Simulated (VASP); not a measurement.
Mg2ZnO3:

```xyz
6
Lattice="3.0330 0.0000 0.0000 -1.5165 2.6267 0.0000 0.0000 0.0000 7.4033" Properties=species:S:1:pos:R:3 pbc="T T T"
Mg    0.0000    1.7511    4.9291
Mg    1.5165    0.8756    2.4742
Zn    0.0000    0.0000    0.0000
O     0.0000    1.7511    1.2780
O     1.5165    0.8756    6.1254
O     0.0000    0.0000    3.7017
```

Base run:

| Quantity | Value |
| --- | --- |
| Program | VASP 6.6.1 |
| Functional | PBEsol |
| Potentials or basis | VASP PAW PBE potentials, release 64 (Mg, Zn, O) |
| Cutoff | 520 eV |
| k mesh | 12 × 12 × 4 |
| Occupations | gaussian, width 0.01 eV |
| Spin | no spin polarisation |
| Hubbard terms | Zn d U = 5.0 eV |

Its results: band gap on the k mesh 3.06 eV (least direct gap 3.20 eV); pressure -9.1 GPa; largest force 0.503 eV/Å.

Problem. The run is repeated on the same cell with these changes: hubbard terms from Zn d U = 5.0 eV to Zn d U = 7.0 eV. What comes out?

Solution. Band gap on the k mesh 3.15 eV (least direct gap 3.30 eV); pressure -10.6 GPa; largest force 0.696 eV/Å.

Caveats: the cell stands under tension; the PAW data sets were made with another functional, which shifts forces and pressure a little.

A k mesh can miss the band edges.
